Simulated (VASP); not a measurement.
A run of VASP 6.6.1 is set up as follows.

File INCAR:

```
PREC = Accurate ; ENCUT = 520
EDIFF = 1E-6 ; ISMEAR = -1
SIGMA = 0.05 ; LREAL = False
LASPH = True ; NELM = 60
ALGO = Normal ; ISIF = 2
LWAVE = False ; LCHARG = False
GGA = PE ; NBANDS = 18
```

The input KPOINTS:

```
Automatic mesh
0
Gamma
  9 6 6
```

The input POSCAR:

```
TiAl3
1.0
    2.8770454564      0.0000000000      0.0000000000
    0.0000000000      4.7428666434      0.0000000000
    0.0000000000      0.0000000000      4.9652328430
Ti Al
1 3
Direct
    0.0000000000      0.5000000000      0.1659160000
    0.0000000000      0.0000000000      0.8359000000
    0.5000000000      0.0000000000      0.3309120000
    0.5000000000      0.5000000000      0.6672710000
```

Potentials or basis: VASP PAW PBE potentials, release 64 (Ti_sv, Al).

Launch:

```bash
$ cat potpaw_PBE.64/Ti_sv/POTCAR potpaw_PBE.64/Al/POTCAR > POTCAR
$ mpirun -np 1 vasp_std > vasp.out
```

Question: Estimate the pressure.

Answer: -3.6 GPa.

Question: What does it give for the band gap on the k mesh?

Answer: Zero (an odd number of electrons rules out a gap without spin polarisation).

Question: What does it give for the largest force?

Answer: 0.054 eV/Å.

Forces on the atoms (eV/Å):
```
Ti   0.000  0.000 -0.054
Al   0.000  0.000  0.030
Al   0.000  0.000  0.021
Al   0.000  0.000  0.003
```

Caveat: the cell stands under tension.
